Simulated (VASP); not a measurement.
## WC: single point with r2SCAN

WC:

```xyz
2
Lattice="0.0000 2.1954 2.1954 2.1927 0.0027 2.1927 2.1927 2.1927 0.0027" Properties=species:S:1:pos:R:3 pbc="T T T"
W     0.0000    0.0000    0.0000
C     2.1927    2.1954    2.1954
```

This cell differs from its parent crystal: strain +0.0025 x Voigt [0, 0, 0, 1, 0, 0].

```json
{
 "Program": "VASP 6.6.1",
 "Task": "single point",
 "Functional": "r2SCAN",
 "Potentials or basis": "VASP PAW PBE potentials, release 64 (W_sv, C)",
 "Cutoff": "520 eV",
 "k mesh": "18 × 18 × 18",
 "Occupations": "gaussian, width 0.15 eV",
 "Spin": "no spin polarisation"
}
```

```json
{
 "Pressure": "-3.7 GPa",
 "Band gap on the k mesh": "zero (bands 9 and 10 overlap by 3.28 eV)"
}
```

Stress tensor (GPa, compression positive):
```
-3.66  0.00  0.00
 0.00 -3.66 -0.39
 0.00 -0.39 -3.66
```

Levels at points of the mesh, in eV from the Fermi level:
| k point | band 6 | band 7 | band 8 | band 9 | band 10 | band 11 | band 12 | band 13 |
| --- | --- | --- | --- | --- | --- | --- | --- | --- |
| (0.00, 0.00, 0.00) | -2.85 | -2.84 | -2.82 | -1.16 | -1.15 | -1.14 | -1.02 | -1.02 |
| (0.50, 0.00, 0.00) | -10.19 | -6.93 | -6.91 | 1.08 | 1.10 | 2.49 | 5.37 | 9.17 |
| (0.00, 0.50, 0.00) | -10.18 | -6.95 | -6.93 | 1.09 | 1.12 | 2.51 | 5.36 | 9.19 |
| (0.50, 0.50, 0.00) | -5.90 | -5.88 | -2.70 | -2.70 | 0.86 | 2.35 | 2.35 | 5.72 |
| (0.00, 0.50, 0.50) | -5.90 | -5.88 | -2.71 | -2.68 | 0.86 | 2.35 | 2.35 | 5.72 |

Run time: 11 min on 1 thread of Intel(R) Xeon(R) Platinum 8375C CPU @ 2.90GHz (Ice Lake), with other jobs on the host, peak memory 0.39 GiB.

Caveat: the cell differs from its parent crystal (strain +0.0025 x Voigt [0, 0, 0, 1, 0, 0]); the cell stands under tension; the PAW data sets were made with another functional, which shifts forces and pressure a little; spin-orbit coupling is left out, which moves the levels of the heavy elements.
